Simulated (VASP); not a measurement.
Runs of VASP 6.6.1 on BaS. The structure is that of space group Fm-3m (No. 225), or close to it. The cells are those of the table. 

```tsv
cell	gap on the mesh (eV)	pressure (GPa)
a = 4.456 Å, angles 60.0°, 2 atoms	1.90	1.4
a = 4.576 Å, angles 60.0°, 2 atoms	(b)	-2.1
a = 4.328 Å, angles 60.0°, 2 atoms	1.70	6.9
a = 4.634 Å, angles 60.0°, 2 atoms	(a)	-3.3
a = 4.691 Å, angles 60.0°, 2 atoms	2.15	-4.3
a = 4.393 Å, angles 60.0°, 2 atoms	1.81	3.9
a = 4.517 Å, angles 60.0°, 2 atoms	1.98	-0.5
```

Alike in all rows: task single point; level PBEsol; potentials or basis VASP PAW PBE potentials, release 64 (Ba_sv, S); no spin polarisation; k mesh 6 × 6 × 6; cutoff (eV) 520; smearing gaussian 0.01 eV.

Q: Fill in the values left out.

A: (a) 2.10; (b) 2.05.

Caveats: the PAW data sets were made with another functional, which shifts forces and pressure a little; spin-orbit coupling is left out, which moves the levels of the heavy elements.

A k mesh can miss the band edges, and the runs leave out spin-orbit coupling on Ba.
